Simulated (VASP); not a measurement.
Write the native input for VASP 6.6.1 that does the following.

* Task: single point
* Functional: PBE
* Potentials or basis: VASP PAW PBE potentials, release 64 (Ti_sv, Si)
* Cutoff: 520 eV
* k mesh: 6 × 6 × 6
* Occupations: gaussian, width 0.1 eV
* Spin: collinear spin
* Starting moments: [1.0, 1.0, 1.0, 1.0, 1.0, 0.0] μB
* Dipole correction: no
* Further INCAR settings: ALGO = Normal; EDIFF = 1e-07; NBANDS = 45

The structure of Ti5Si lies in POSCAR:

```
Ti5Si
1.0
    2.5228392900      1.4565619400      4.4409046200
   -2.5228392900      1.4565619400      4.4409046200
    0.0000000000     -2.9131238800      4.4409046200
Ti Si
5 1
Direct
    0.1514396700      0.1514396700      0.1514396700
    0.6053500000      0.3946500000      0.0000000000
    0.0000000000      0.6053500000      0.3946500000
    0.8485603300      0.8485603300      0.8485603300
    0.3946500000      0.0000000000      0.6053500000
    0.5000000000      0.5000000000      0.5000000000
```

One way to write it, as run:

INCAR

```
ALGO     = Normal         # electronic algorithm
EDIFF    = 1E-7           # SCF threshold, eV
ENCUT    = 520            # plane-wave cutoff, eV
GGA      = PE             # functional
ISIF     = 2              # what is computed and relaxed
ISMEAR   = 0              # smearing method
ISPIN    = 2              # spin polarisation
LASPH    = True           # aspherical terms in the spheres
LCHARG   = False          # write CHGCAR
LMAXMIX  = 4              # l up to which the mixer works
LORBIT   = 11             # projections on sites
LREAL    = False          # projectors in reciprocal space
LWAVE    = False          # write WAVECAR
MAGMOM   = 1 1 1 1 1 0    # initial moments
NBANDS   = 45             # bands
NELM     = 150            # most SCF steps
PREC     = Accurate       # precision mode
SIGMA    = 0.1            # smearing width, eV
```

KPOINTS

```
k-points
0
Gamma
  6 6 6
```

Potentials or basis: VASP PAW PBE potentials, release 64 (Ti_sv, Si).

The run is started by

```bash
$ cat potpaw_PBE.64/Ti_sv/POTCAR potpaw_PBE.64/Si/POTCAR > POTCAR
$ mpirun -np 1 vasp_std > vasp.out
```

It gave:

```
Pressure                                              : -0.1 GPa
Largest force                                         : 0.031 eV/Å
Band gap on the k mesh                                : zero (filled and empty bands overlap)
Net moment                                            : 0.00 μB per cell
Valence electrons inside the program's atomic spheres : Ti 10.23, 10.35 (each value once); Si 1.63
```

Run time: 6.9 min on 1 thread of Intel(R) Xeon(R) Platinum 8259CL CPU @ 2.50GHz (Skylake/Cascade Lake), on a shared host, peak memory 0.4 GiB.
